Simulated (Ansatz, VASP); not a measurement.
This is a calculation of FeO for VASP 6.6.1.

Contents of INCAR:

```
SYSTEM = FeO
ALGO = Normal
EDIFF = 1E-6
ENCUT = 600
GGA = PE
GGA_COMPAT = .False.
ISIF = 2
ISMEAR = -1
ISPIN = 2
LASPH = .True.
LCHARG = .False.
LMAXMIX = 4
LORBIT = 11
LREAL = .False.
LWAVE = .False.
MAGMOM = 3 0
NBANDS = 22
NELM = 200
PREC = Accurate
SIGMA = 0.05
```

File KPOINTS:

```
k-points
0
Gamma
  10 10 9
  0 0 0
```

Contents of POSCAR:

```
FeO
1.0
    2.8834223356      0.0000000000      0.0000000000
   -1.4417111629      2.4971169960      0.0000000000
    0.0000000000      0.0000000000      2.8140773371
Fe O
1 1
Direct
    0.0000000000      0.0000000000      0.0000000000
    0.6666666667      0.3333333333      0.5000000000
```

Potentials or basis: VASP PAW PBE potentials, release 64 (Fe_sv, O).

Launch:

```console
$ cat potpaw_PBE.64/Fe_sv/POTCAR potpaw_PBE.64/O/POTCAR > POTCAR
$ mpirun -np 1 vasp_std > vasp.out
```

Q: Set up the same calculation for Ansatz 0.2.0. Potentials there: Ansatz PAW.

A: As run (the cutoff follows the program's own potentials):

File input.yaml:

```yaml
crystal:
  lattice:
    - [2.8834223356, 0.0, 0.0]
    - [-1.4417111629, 2.497116996, 0.0]
    - [0.0, 0.0, 2.8140773371]
  atoms:
    - { symbol: Fe, position: [0.0, 0.0, 0.0], spin: 3.0 }
    - { symbol: O, position: [0.6666666667, 0.3333333333, 0.5] }
hamiltonian:
  xc: pbe
  pseudopotentials: { kind: paw }
magnetization:
  spin_polarized: true
kpoints:
  mp_grid: { grid: [10, 10, 9] }
scf:
  occupations: { method: fermi_dirac, width: 0.05 }
output:
  forces: true
  stress: true
  eigenvalues: true
```

Potentials or basis: Ansatz PAW.

Command:

```sh
$ ansatz run input.yaml --threads 1 --pin off --max-ram 3584MiB --backend cpu --events-out ev --progress --plain --runs-dir out
```

Both were run:

|  | VASP | Ansatz | Ansatz less VASP |
| --- | --- | --- | --- |
| gap on the k mesh at the Fermi level (eV) | none | none | - |
| pressure (GPa) | -9.5 | -7.3 | +2.24 |
| traceless stress, the component that is largest in VASP (GPa) | -2.83 | -2.75 | +0.080 |
| net moment per atom (μB) | 2.00 | 2.00 | 0.000 |
| size of the moment on the site where the two differ most (μB) | 0.35 | 0.38 | +0.027 |

Site moments also hang on the region over which each program counts them. A gap of «none» marks a metal or a gap that the smearing closes. The functional is the same, so the differences come from potentials, cutoffs and numerics.
